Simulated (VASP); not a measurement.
Here is a VASP 6.6.1 calculation.

The input INCAR:

```
ALGO     = Normal         # electronic algorithm
EDIFF    = 1E-6           # SCF threshold, eV
ENCUT    = 520            # plane-wave cutoff, eV
GGA      = RE             # functional
ISIF     = 2              # what is computed and relaxed
ISMEAR   = -1             # smearing method
LASPH    = True           # aspherical terms in the spheres
LCHARG   = False          # write CHGCAR
LREAL    = False          # projectors in reciprocal space
LWAVE    = False          # write WAVECAR
NBANDS   = 13             # bands
NELM     = 60             # most SCF steps
PREC     = Accurate       # precision mode
SIGMA    = 0.1            # smearing width, eV
```

The input KPOINTS:

```
k-points
0
Gamma
  11 11 11
```

POSCAR

```
Pb
1.0
    3.1947456598      0.0000000000      0.0000000000
    0.0000000000      3.1947456598      0.0000000000
    0.0000000000      0.0000000000      3.1947456598
Pb
1
Direct
    0.0000000000      0.0000000000      0.0000000000
```

Potentials or basis: VASP PAW PBE potentials, release 64 (Pb_d).

The run is started by

```console
$ cat potpaw_PBE.64/Pb_d/POTCAR > POTCAR
$ mpirun -np 1 vasp_std > vasp.out
```

Q: Estimate the pressure.

A: 3.3 GPa.

Q: Estimate the band gap on the k mesh.

A: Zero (band 7 reaches 11.41 eV, above the bottom of band 8 at 4.62 eV).

Caveat: the PAW data sets were made with another functional, which shifts forces and pressure a little; spin-orbit coupling is left out, which moves the levels of the heavy elements.
